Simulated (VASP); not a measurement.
Runs of VASP 6.6.1 on Ru. The structure is that of space group P6_3/mmc (No. 194), or close to it. The cells are those of the table. 

| task | cell | k mesh | cutoff (eV) | gap on the mesh (eV) | pressure (GPa) | relaxed volume (Å³/atom) |
| --- | --- | --- | --- | --- | --- | --- |
| relaxation of cell and atoms | relaxed from a = 2.723, b = 2.723, c = 4.311 Å, angles 90.0, 90.0, 120.0°, 2 atoms | 12 × 12 × 6 | 600 | none | -0.1 | 13.32 |
| relaxation of cell and atoms | relaxed from a = 2.688, b = 2.688, c = 4.255 Å, angles 90.0, 90.0, 120.0°, 2 atoms | 18 × 18 × 10 | 600 | none | -0.1 | 13.32 |
| single point | a = 2.690, b = 2.690, c = 4.252 Å, angles 90.0, 90.0, 120.0°, 2 atoms | 18 × 18 × 10 | 520 | none | -0.1 | - |
| single point | a = 2.688, b = 2.688, c = 4.255 Å, angles 90.0, 90.0, 120.0°, 2 atoms | 12 × 12 × 6 | 520 | none | 0.1 | - |
| single point | a = 2.723, b = 2.723, c = 4.311 Å, angles 90.0, 90.0, 120.0°, 2 atoms | 6 × 6 × 4 | 520 | none | (a) | - |

Alike in all rows: level PBEsol; potentials or basis VASP PAW PBE potentials, release 64 (Ru_pv); no spin polarisation; smearing gaussian 0.1 eV.

Problem. Estimate the missing entries.

Solution. (a) -11.6.

Caveats: some runs use coarse meshes; the PAW data sets were made with another functional, which shifts forces and pressure a little.

A k mesh can miss the band edges, and the runs leave out spin-orbit coupling on Ru.

A gap of «none» marks levels without a gap at the run's occupations.
